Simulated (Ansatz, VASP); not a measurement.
# HfO2: VASP beside Ansatz

```
Hf O
1.0
     6.56687   -1.98132   -0.00217
     6.56687    1.98132   -0.00217
    -2.06005    0.00000    6.68396
Hf O
4 8
Direct
  0.80688 0.80688 0.71236
  0.10107 0.10107 0.71098
  0.19312 0.19312 0.28764
  0.89893 0.89893 0.28902
  0.05907 0.05907 0.37750
  0.64338 0.64338 0.70753
  0.13009 0.13009 0.00367
  0.94093 0.94093 0.62250
  0.73898 0.73898 0.35325
  0.86991 0.86991 0.99633
  0.26102 0.26102 0.64675
  0.35662 0.35662 0.29247
```

Alike in both runs: functional r2SCAN; k mesh 6 × 6 × 4; occupations gaussian, width 0.02 eV; no spin polarisation.

Ansatz relaxed the structure, and its values are those at the end. VASP's run is a single point on that final structure, the one shown.

```csv
,VASP,Ansatz
version,VASP 6.6.1,Ansatz 0.2.0
potentials or method,"VASP PAW PBE potentials, release 64 (Hf_pv, O), cutoff 520 eV","scalar-relativistic, plane waves, PAW"
valence electrons in the cell,88,152
```

Ansatz gave:

```
gap on the k mesh at the Fermi level (eV) : 5.49
least direct gap on the mesh (eV)         : 5.76
pressure (GPa)                            : 0.0
rms of the force components (eV/Å)        : 0.002
```

Task: Which values does VASP return?

Result: gap on the k mesh at the Fermi level (eV): 5.46; least direct gap on the mesh (eV): 5.75; pressure (GPa): -2.4; rms of the force components (eV/Å): 0.022.

VASP's potentials were made for PBE, not for r2SCAN. VASP's potentials hold 88 valence electrons a cell and Ansatz's 152, so a difference there can come from the potentials and not from the codes.

Spin-orbit coupling is off throughout.
